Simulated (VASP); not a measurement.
# OC: single point with RPBE

The system is OC, in a box.

```
CELL_PARAMETERS angstrom
12.00000 0.00000 0.00000
0.00000 12.50000 0.00000
0.00000 0.00000 13.00000
ATOMIC_POSITIONS crystal
O 0.50000 0.50000 0.54366
C 0.50000 0.50000 0.45634
```

| Quantity | Value |
| --- | --- |
| Program | VASP 6.6.1 |
| Task | single point |
| Functional | RPBE |
| Potentials or basis | VASP PAW PBE potentials, release 64 (O, C) |
| Cutoff | 520 eV |
| k mesh | 1 × 1 × 1 |
| Occupations | gaussian, width 0.01 eV |
| Spin | no spin polarisation |

```
Largest force                   : 1.482 eV/Å
Gap between the frontier levels : 7.03 eV
```

Forces in eV/Å, atoms in the order of the input:
```
O    0.000  0.000  1.482
C    0.000  0.000 -1.482
```

Levels at points of the mesh, in eV from the valence-band top:
```csv
k point,band 2,band 3,band 4,band 5,band 6,band 7,band 8,band 9
"(0.00, 0.00, 0.00)",-5.00,-2.70,-2.70,0.00,7.03,7.03,8.76,9.53
```

Wall time 2.6 min on 1 thread of Intel(R) Xeon(R) 6975P-C (Granite Rapids), with other jobs on the host, peak memory 1.3 GiB.

Caveat: the PAW data sets were made with another functional, which shifts forces and pressure a little.
